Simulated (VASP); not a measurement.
# Si3IrRu (P3m1) in VASP: single point with r2SCAN

Aim: the single point of Si3IrRu with r2SCAN.

Program: VASP 6.6.1. These are calculated values, not measurements. Logs are shortened: lines on timing, memory, paths and dates and some standing lists are left out, and cuts for length are marked.

## 1. The cell of the first run

The structure is trigonal, space group P3m1 (No. 156). The conventional cell has a = 3.979 Å, b = 3.979 Å, c = 5.294 Å, α = 90.00°, β = 90.00°, γ = 120.00°. Si (site symmetry 3m) has 3 Ru at 2.41 Å and 3 Ir at 2.56 Å and 6 Si at 2.90 to 3.12 Å within 3.2 Å. Si (site symmetry 3m) has 2 Ru at 2.46 to 2.83 Å and 3 Ir at 2.50 Å and 6 Si at 2.70 to 3.12 Å within 3.3 Å. Si (site symmetry 3m) has 2 Ir at 2.40 to 2.89 Å and 3 Ru at 2.53 Å and 6 Si at 2.70 to 2.90 Å within 3.2 Å. Ru (site symmetry 3m) has 8 Si at 2.41 to 2.83 Å and 3 Ir at 2.94 Å within 3.2 Å. Ir (site symmetry 3m) has 8 Si at 2.40 to 2.89 Å and 3 Ru at 2.94 Å within 3.2 Å.

## 2. Single point, r2SCAN

POSCAR

```
Si3IrRu
1.0
    3.9790898874      0.0000000000      0.0000000000
   -1.9895449437      3.4459929264      0.0000000000
    0.0000000000      0.0000000000      5.2937351035
Si Ru Ir
3 1 1
Direct
    0.0000000000      0.0000000000      0.9714714317
    0.6666666667      0.3333333333      0.3708077266
    0.3333333333      0.6666666667      0.6374761455
    0.6666666667      0.3333333333      0.8361876893
    0.3333333333      0.6666666667      0.1840570069
```

INCAR.step1

```
PREC = Accurate
ENCUT = 520
ISMEAR = 0
SIGMA = 0.1
LREAL = False
LASPH = True
NELM = 80
NBANDS = 26
GGA = PE
ALGO = Normal
EDIFF = 1E-4
LWAVE = True
LCHARG = False
```

INCAR.step2

```
PREC = Accurate
ENCUT = 520
EDIFF = 1E-6
ISMEAR = 0
SIGMA = 0.1
LREAL = False
LASPH = True
NELM = 80
ALGO = Normal
ISIF = 2
LWAVE = False
LCHARG = False
METAGGA = R2SCAN
LMIXTAU = True
NBANDS = 26
ISTART = 1
```

KPOINTS

```
Automatic mesh
0
Gamma
  12 12 6
```

Potentials or basis: VASP PAW PBE potentials, release 64 (Si, Ru_pv, Ir).

The run is started by

```console
$ cat potpaw_PBE.64/Si/POTCAR potpaw_PBE.64/Ru_pv/POTCAR potpaw_PBE.64/Ir/POTCAR > POTCAR
$ cp INCAR.step1 INCAR
$ mpirun -np 1 vasp_std > vasp.out
$ cp INCAR.step2 INCAR
$ mpirun -np 1 vasp_std > vasp.out
```

OUTCAR:

```text
PREC = Accurate
   ENCUT = 520
   EDIFF = 1E-6
   ISMEAR = 0
   LREAL = False
   LASPH = True
   NELM = 80
   ISIF = 2
   METAGGA = R2SCAN
   ISTART = 1

 ion  position               nearest neighbor table
   1  0.000  0.000  0.971-   4 2.41   4 2.41   4 2.41   5 2.56   5 2.56   5 2.56   3 2.90   3 2.90
                             3 2.90   2 3.12   2 3.12   2 3.12
   2  0.667  0.333  0.371-   4 2.46   5 2.50   5 2.50   5 2.50   3 2.70   3 2.70   3 2.70   4 2.83
                             1 3.12   1 3.12   1 3.12
   3  0.333  0.667  0.637-   5 2.40   4 2.53   4 2.53   4 2.53   2 2.70   2 2.70   2 2.70   5 2.89
                             1 2.90   1 2.90   1 2.90
   4  0.667  0.333  0.836-   1 2.41   1 2.41   1 2.41   2 2.46   3 2.53   3 2.53   3 2.53   2 2.83
                             5 2.94   5 2.94   5 2.94
   5  0.333  0.667  0.184-   3 2.40   2 2.50   2 2.50   2 2.50   1 2.56   1 2.56   1 2.56   3 2.89
                             4 2.94   4 2.94   4 2.94

  LATTYP: Found a hexagonal cell.
 ALAT       =     3.9790898874
 C/A-ratio  =     1.3303884188

  Lattice vectors:

 A1 = (   3.9790898874,   0.0000000000,   0.0000000000)
 A2 = (  -1.9895449437,   3.4459929264,   0.0000000000)
 A3 = (   0.0000000000,   0.0000000000,   5.2937351035)

Analysis of symmetry for initial positions (statically):
=====================================================================
 Subroutine PRICEL returns:
 Original cell was already a primitive cell.

 Routine SETGRP: Setting up the symmetry group for a
 hexagonal supercell.

 Subroutine GETGRP returns: Found  6 space group operations
 (whereof  6 operations were pure point group operations)
 out of a pool of 24 trial point group operations.

The static configuration has the point symmetry C_3v.

Analysis of symmetry for dynamics (positions and initial velocities):
=====================================================================
 Subroutine PRICEL returns:
 Original cell was already a primitive cell.

 Routine SETGRP: Setting up the symmetry group for a
 hexagonal supercell.

 Subroutine GETGRP returns: Found  6 space group operations
 (whereof  6 operations were pure point group operations)
 out of a pool of 24 trial point group operations.

The dynamic configuration has the point symmetry C_3v.

 Subroutine INISYM returns: Found  6 space group operations
 (whereof  6 operations are pure point group operations),
 and found     1 'primitive' translations

----------------------------------------------------------------------------------------

                                     Primitive cell

  volume of cell :      72.5872

  direct lattice vectors                    reciprocal lattice vectors
     3.979089887  0.000000000  0.000000000     0.251313750  0.145096061  0.000000000
    -1.989544944  3.445992926  0.000000000     0.000000000  0.290192122  0.000000000
     0.000000000  0.000000000  5.293735104     0.000000000  0.000000000  0.188902539

  length of vectors
     3.979089887  3.979089887  5.293735104     0.290192122  0.290192122  0.188902539

  position of ions in fractional coordinates (direct lattice)
     0.000000000  0.000000000  0.971471432
     0.666666667  0.333333333  0.370807727
     0.333333333  0.666666667  0.637476146
     0.666666667  0.333333333  0.836187689
     0.333333333  0.666666667  0.184057007

  ion indices of the primitive-cell ions
   primitive index   ion index
                 1           1
                 2           2
                 3           3
                 4           4
                 5           5

----------------------------------------------------------------------------------------

 KPOINTS: Automatic mesh

Automatic generation of k-mesh.
 Grid dimensions read from file:
 generate k-points for:   12   12    6

 Generating k-lattice:

  Cartesian coordinates                     Fractional coordinates (reciprocal lattice)
     0.020942812  0.012091338  0.000000000     0.083333333  0.000000000  0.000000000
     0.000000000  0.024182677  0.000000000     0.000000000  0.083333333  0.000000000
     0.000000000  0.000000000  0.031483756     0.000000000  0.000000000  0.166666667

  Length of vectors
     0.024182677  0.024182677  0.031483756

  Shift w.r.t. Gamma in fractional coordinates (k-lattice)
     0.000000000  0.000000000  0.000000000

 Subroutine IBZKPT returns following result:
 ===========================================

 Found    100 irreducible k-points:

 Following reciprocal coordinates:
            Coordinates               Weight
  0.000000  0.000000  0.000000      1.000000
  0.083333  0.000000  0.000000      6.000000
  0.166667  0.000000  0.000000      6.000000
  0.250000  0.000000  0.000000      6.000000
  0.333333  0.000000  0.000000      6.000000
  0.416667  0.000000  0.000000      6.000000
[... 16 lines left out ...]
  0.166667  0.000000  0.166667      6.000000
  0.000000  0.166667  0.166667      6.000000
 [... further k-points ...]
   k-points           NKPTS =    100   k-points in BZ     NKDIM =    100   number of bands    NBANDS=     26
   number of dos      NEDOS =    301   number of ions     NIONS =      5
   total plane-waves  NPLWV =  36000
   dimension x,y,z NGX =    30 NGY =   30 NGZ =   40
   dimension x,y,z NGXF=    60 NGYF=   60 NGZF=   80
   ions per type =               3   1   1
   NGX,Y,Z   is equivalent  to a cutoff of  12.53, 12.53, 12.56 a.u.
   NGXF,Y,Z  is equivalent  to a cutoff of  25.07, 25.07, 25.12 a.u.
 SYSTEM =  unknown system
   PREC   = accura    normal or accurate (medium, high low for compatibility)
   ISTART =      1    job   : 0-new  1-cont  2-samecut
   ICHARG =      0    charge: 1-file 2-atom 10-const
   ISPIN  =      1    spin polarized calculation?
   LNONCOLLINEAR =      F non collinear calculations
   LSORBIT =      F    spin-orbit coupling
   LASPH  =      T    aspherical Exc in radial PAW
   ENCUT  =  520.0 eV  38.22 Ry    6.18 a.u.   7.40  7.40  9.84*2*pi/ulx,y,z
   NELM   =     80;   NELMIN=  2; NELMDL=  0     # of ELM steps
   EDIFF  = 0.1E-05   stopping-criterion for ELM
   LREAL  =      F    real-space projection
   EDIFFG = 0.1E-04   stopping-criterion for IOM
   NSW    =      0    number of steps for IOM
   IBRION =     -1    ionic relax: 0-MD 1-quasi-New 2-CG
   NFREE  =      0    steps in history (QN), initial steepest desc. (CG)
   ISIF   =      2    stress and relaxation
   ISYM   =      2    0-nonsym 1-usesym 2-fastsym
   POTIM  = 0.5000    time-step for ionic-motion
   TEBEG  =    0.0;   TEEND  =   0.0 temperature during run
   PSTRESS=    0.0 pullay stress
   NELECT =      35.0000    total number of electrons
   NUPDOWN=      -1.0000    fix difference up-down
   EMIN   =  10.00;   EMAX   =-10.00  energy-range for DOS
   EFERMI =   0.00;   METHOD = LEGACY
   ISMEAR =     0;   SIGMA  =   0.10  broadening in eV -4-tet -1-fermi 0-gaus
   EFERMI_NEDOS =   21; number of points for ismear=-14 and -15
   IALGO  =     38    algorithm
   IMIX   =      4    mixing-type and parameters
     AMIX     =   0.40;   BMIX     =  1.00
     AMIX_MAG =   1.60;   BMIX_MAG =  1.00
  volume/ion in A,a.u.               =      14.52        97.97
  Fermi-wavevector in a.u.,A,eV,Ry     =   1.283741  2.425919 22.422277  1.647991
  Thomas-Fermi vector in A             =   2.415976
   LORBIT       =      0    0 simple, 1 ext, 2 COOP (PROOUT), +10 PAW based schemes
   METAGGA = R2SCAN    functional components
   LHFCALC =     F    Hartree Fock is set to
   AEXX    =    0.0000 exact exchange contribution
   IVDW    =     0    specifies the selected vdW correction
   LEPSILON=     F    determine dielectric tensor
   LRPA    =     F    only Hartree local field effects (RPA)
 non-spin polarized calculation
 Gauss-broadening in eV      SIGMA  =   0.10
  energy-cutoff  :      520.00
  volume of cell :       72.59
 maximum number of plane-waves:      1976
 NGX is ok and might be reduce to    30
   NGX = 15   NGY = 15   NGZ = 19

 number of electron      35.0000004 magnetization

 Free energy of the ion-electron system (eV)
  ---------------------------------------------------
  ext. energy  EPLUGINS =         0.00000000
  ---------------------------------------------------
  free energy    TOTEN  =      -106.43715324 eV

  energy without entropy =     -106.43093472  energy(sigma->0) =     -106.43404398

 E-fermi :  10.1482     XC(G=0): -12.9323

 val. band max:       10.1365007975   @ k =   0.0000   0.2500   0.1667
 cond. band min:      10.1661628984   @ k =   0.0000   0.2500   0.3333
 fundamental gap:      0.0296621009
 Fermi energy:        10.1481611091

 k-point     1 :       0.0000    0.0000    0.0000
  band No.  band energies     occupation
      1     -33.8643      2.00000
      2     -33.8643      2.00000
      3     -33.8500      2.00000
      4      -3.3476      2.00000
      5       1.1850      2.00000
      6       1.5693      2.00000
[... 18 lines left out ...]
     25      15.0900      0.00000
     26      17.4820      0.00000

 k-point     2 :       0.0833    0.0000    0.0000
  band No.  band energies     occupation
      1     -33.8655      2.00000
      2     -33.8646      2.00000
      3     -33.8499      2.00000
      4      -3.2488      2.00000
      5       1.2354      2.00000
      6       1.5600      2.00000
[... 18 lines left out ...]
     25      15.3198      0.00000
     26      17.2338      0.00000

 k-point     3 :       0.1667    0.0000    0.0000
  band No.  band energies     occupation
      1     -33.8687      2.00000
      2     -33.8654      2.00000
      3     -33.8495      2.00000
      4      -2.9567      2.00000
      5       1.3201      2.00000
      6       1.5663      2.00000
[... 572 lines left out ...]
 k-point    23 :       0.1667    0.0000    0.1667
  band No.  band energies     occupation
      1     -33.8687      2.00000
      2     -33.8654      2.00000
      3     -33.8496      2.00000
      4      -2.7889      2.00000
      5       0.4533      2.00000
      6       2.2276      2.00000
[... 18 lines left out ...]
     25      16.0207      0.00000
     26      16.4927      0.00000

 k-point    24 :       0.0000    0.1667    0.1667
  band No.  band energies     occupation
      1     -33.8687      2.00000
      2     -33.8654      2.00000
      3     -33.8496      2.00000
      4      -2.7936      2.00000
      5       0.5045      2.00000
      6       2.1779      2.00000
[... 18 lines left out ...]
     25      15.4236      0.00000
     26      16.1199      0.00000

 [... further k-points ...]

------------------------ aborting loop because EDIFF is reached ----------------------------------------

  FORCE on cell =-STRESS in cart. coord.  units (eV):
  Direction    XX          YY          ZZ          XY          YZ          ZX
  --------------------------------------------------------------------------------------
  -------------------------------------------------------------------------------------
  Total       -1.9773935     -1.9773935     -1.8631473      0.0000000      0.0000000      0.0000000
  in kB      -43.6458905    -43.6458905    -41.1241965      0.0000000      0.0000000      0.0000000
  external PRESSURE =     -42.8053258 kB  Pullay stress =       0.0000000 kB

 VOLUME and BASIS-vectors are now :
 -----------------------------------------------------------------------------
  energy-cutoff  :      520.00
  volume of cell :       72.59
      direct lattice vectors                 reciprocal lattice vectors
     3.979089887  0.000000000  0.000000000     0.251313750  0.145096061  0.000000000
    -1.989544944  3.445992926  0.000000000     0.000000000  0.290192122  0.000000000
     0.000000000  0.000000000  5.293735104     0.000000000  0.000000000  0.188902539

 POSITION                                       TOTAL-FORCE (eV/Angst)
 -----------------------------------------------------------------------------------
      0.00000      0.00000      5.14271         0.000000      0.000000     -0.062164
      1.98954      1.14866      1.96296        -0.000000     -0.000000      0.021038
     -0.00000      2.29733      3.37463        -0.000000     -0.000000     -0.030075
      1.98954      1.14866      4.42656        -0.000000     -0.000000     -0.055602
     -0.00000      2.29733      0.97435        -0.000000     -0.000000      0.126803
 -----------------------------------------------------------------------------------
    total drift:                               -0.000002      0.000001     -0.000651

  FREE ENERGIE OF THE ION-ELECTRON SYSTEM (eV)
  ---------------------------------------------------
  free  energy   TOTEN  =      -106.4371532440 eV

  energy  without entropy=     -106.4309347170  energy(sigma->0) =     -106.43404398
```

Wall time 18 min (1 thread of Intel Xeon 8259CL, shared host); peak memory 0.33 GiB.

What came out:

* Free energy: -106.4372 eV
* Pressure: -4.3 GPa
* Largest force: 0.127 eV/Å
* Band gap on the k mesh: zero (an odd number of electrons rules out a gap without spin polarisation)

Forces on the atoms (eV/Å):
```
Si   0.000  0.000 -0.062
Si   0.000  0.000  0.021
Si   0.000  0.000 -0.030
Ru   0.000  0.000 -0.056
Ir   0.000  0.000  0.127
```

Stress tensor (GPa, compression positive):
```
-4.36  0.00  0.00
 0.00 -4.36  0.00
 0.00  0.00 -4.11
```

Caveat: the cell stands under tension; the PAW data sets were made with another functional, which shifts forces and pressure a little; spin-orbit coupling is left out, which moves the levels of the heavy elements.
